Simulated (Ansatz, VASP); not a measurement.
# AgCl: VASP beside Ansatz

```
CELL_PARAMETERS angstrom
3.39963 0.00000 0.00000
0.00000 3.39963 0.00000
0.00000 0.00000 3.43397
ATOMIC_POSITIONS crystal
Ag 0.00000 0.00000 0.00000
Cl 0.50000 0.50000 0.50000
```

Change from the starting cell: equal xx and yy strain of -1 %, PAW files.

Alike in both runs: task electric field gradients; functional PBE; k mesh 9 × 9 × 9; occupations fermi-dirac, width 0.01 eV; no spin polarisation.

|  | VASP | Ansatz |
| --- | --- | --- |
| version | VASP 6.6.1 | Ansatz 0.2.0 |
| potentials or method | VASP PAW PBE potentials, release 64 (Ag, Cl) | PAW with Ansatz's default frozen-core files, scalar-relativistic |
| plane-wave cutoff (eV) | 520 | 420 |
| valence electrons in the cell | 18 | 26 |

```csv
,VASP,Ansatz,Ansatz less VASP
gap on the k mesh at the Fermi level (eV),0.60,0.60,0.000
pressure (GPa),0.7,0.9,+0.13
"traceless stress, the component that is largest in VASP (GPa)",-0.33,-0.33,+0.001
size of Vzz on the site where it differs most (V/Å²),1.0,1.3,+0.32
```

With one functional, cell and mesh, what is left measures potentials, basis and numerics. VASP's potentials hold 18 valence electrons a cell and Ansatz's 26, so a difference there can come from the potentials and not from the codes.
